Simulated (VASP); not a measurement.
Set up this calculation in VASP 6.6.1, as the native input.

```yaml
Task: single point
Functional: r2SCAN
Potentials_or_basis: VASP PAW PBE potentials, release 64 (Si, C)
Cutoff: 520 eV
k_mesh: 12 × 12 × 12
Occupations: gaussian, width 0.05 eV
Spin: no spin polarisation
Dipole_correction: no
Further_INCAR_settings: ALGO = Normal; EDIFF = 1e-07; NBANDS = 11
```

SiC:

```
CELL_PARAMETERS angstrom
0.00000 1.90278 2.85418
1.90278 0.00000 2.85418
1.90278 1.90278 0.00000
ATOMIC_POSITIONS crystal
Si 0.00000 0.00000 0.00000
C 0.75000 0.75000 0.75000
```

This cell differs from its parent crystal: ratio of the length along z to the lengths across it x 1.5, volume and fractional coordinates fixed.

One way to write it, as run:

POSCAR

```
SiC
1.0
    0.0000000000      1.9027849056      2.8541773585
    1.9027849056      0.0000000000      2.8541773585
    1.9027849056      1.9027849056      0.0000000000
Si C
1 1
Direct
    0.0000000000      0.0000000000      0.0000000000
    0.7500000000      0.7500000000      0.7500000000
```

INCAR.step1

```
SYSTEM = SiC
PREC = Accurate ; ENCUT = 520
ISMEAR = 0 ; SIGMA = 0.05
LREAL = .FALSE. ; LASPH = .TRUE.
NELM = 80 ; NBANDS = 11
GGA = PE ; ALGO = Normal
EDIFF = 1E-4 ; LWAVE = .TRUE.
LCHARG = .FALSE.
```

INCAR.step2

```
SYSTEM = SiC
PREC = Accurate ; ENCUT = 520
EDIFF = 1E-7 ; ISMEAR = 0
SIGMA = 0.05 ; LREAL = .FALSE.
LASPH = .TRUE. ; NELM = 80
ALGO = Normal ; ISIF = 2
LWAVE = .FALSE. ; LCHARG = .FALSE.
METAGGA = R2SCAN ; LMIXTAU = .TRUE.
NBANDS = 11 ; ISTART = 1
```

KPOINTS

```
regular mesh
0
G
  12 12 12
  0 0 0
```

Potentials or basis: VASP PAW PBE potentials, release 64 (Si, C).

The run is started by

```bash
$ cat potpaw_PBE.64/Si/POTCAR potpaw_PBE.64/C/POTCAR > POTCAR
$ cp INCAR.step1 INCAR
$ mpirun -np 1 vasp_std > vasp.out
$ cp INCAR.step2 INCAR
$ mpirun -np 1 vasp_std > vasp.out
```

Results of the run:

```
Pressure               : -1.3 GPa
Band gap on the k mesh : zero (band 4 reaches 10.63 eV, above the bottom of band 5 at 9.18 eV)
```

Caveat: the PAW data sets were made with another functional, which shifts forces and pressure a little.

It took 73 s on 1 thread of Intel(R) Xeon(R) Platinum 8559C (Emerald Rapids) (shared host), peak memory 0.16 GiB.
